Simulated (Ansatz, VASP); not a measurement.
## Two plane-wave programs on BaS

```xyz
2
Lattice="3.8904 0.0000 0.0000 0.0000 3.8904 0.0000 0.0000 0.0000 3.8904" Properties=species:S:1:pos:R:3 pbc="T T T"
Ba    0.0000    0.0000    0.0000
S     1.9452    1.9452    1.9452
```

Alike in both runs: task relaxation of cell and atoms; functional PBE; k mesh 10 × 10 × 10; occupations fermi-dirac, width 0.05 eV; no spin polarisation.

|  | VASP | Ansatz |
| --- | --- | --- |
| version | VASP 6.6.1 | Ansatz 0.2.0 |
| potentials or method | VASP PAW PBE potentials, release 64 (Ba_sv, S) | PAW with Ansatz's default frozen-core files, scalar-relativistic |
| plane-wave cutoff (eV) | 600 | 420 |
| valence electrons in the cell | 16 | 16 |

|  | VASP | Ansatz | Ansatz less VASP |
| --- | --- | --- | --- |
| relaxed volume (Å³/atom) | 28.90 | 28.32 | -0.578 |
| relaxed length of the cell vector where the two differ most in proportion (Å) | 3.866 | 3.840 | -0.0260 |

Neither program's run includes spin-orbit coupling.
